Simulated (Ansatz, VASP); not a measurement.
One calculation of KF, two programs

Contents of INCAR:

```
SYSTEM = KF
  ALGO = Normal
  EDIFF = 1E-7
  ENCUT = 520
  GGA = PE
  ISIF = 2
  ISMEAR = 0
  LASPH = .True.
  LCHARG = .True.
  LELF = .True.
  LREAL = .False.
  LVHAR = .True.
  LWAVE = .False.
  NBANDS = 15
  NELM = 80
  PREC = Accurate
  SIGMA = 0.02
```

Contents of KPOINTS:

```
k-points
0
Gamma
  8 8 8
  0 0 0
```

POSCAR

```
KF
1.0
   -0.1069400000      2.6380226550      2.6380226550
    2.5310826550      0.0000000000      2.5310826550
    2.5310826550      2.5310826550      0.0000000000
K F
1 1
Direct
    0.0000000000      0.0000000000      0.0000000000
    0.5000000000      0.5000000000      0.5000000000
```

Input for Ansatz:

```yaml
crystal:
  lattice:
    - [-0.10694, 2.638022655, 2.638022655]
    - [2.531082655, 0.0, 2.531082655]
    - [2.531082655, 2.531082655, 0.0]
  atoms:
    - { symbol: K, position: [0.0, 0.0, 0.0] }
    - { symbol: F, position: [0.5, 0.5, 0.5] }
basis:
  ecutwfc: 420
kpoints:
  mp_grid: { grid: [8, 8, 8] }
hamiltonian:
  xc: pbe
scf:
  occupations: { method: gaussian, width: 0.02 }
output:
  forces: true
  stress: true
  eigenvalues: true
```

Alike in both runs: task single point; functional PBE; k mesh 8 × 8 × 8; occupations gaussian, width 0.02 eV; no spin polarisation.

|  | VASP | Ansatz |
| --- | --- | --- |
| version | VASP 6.6.1 | Ansatz 0.2.0 |
| potentials or method | VASP PAW PBE potentials, release 64 (K_sv, F), cutoff 520 eV | scalar-relativistic, plane waves, PAW |
| valence electrons in the cell | 16 | 16 |

Ansatz gave:

```
gap on the k mesh at the Fermi level (eV)                     : 6.71
least direct gap on the mesh (eV)                             : 6.71
pressure (GPa)                                                : 5.8
traceless stress, the component that is largest in VASP (GPa) : 0.54
```

Estimate VASP's values.

gap on the k mesh at the Fermi level (eV): 6.69; least direct gap on the mesh (eV): 6.69; pressure (GPa): 6.0; traceless stress, the component that is largest in VASP (GPa): 0.53.
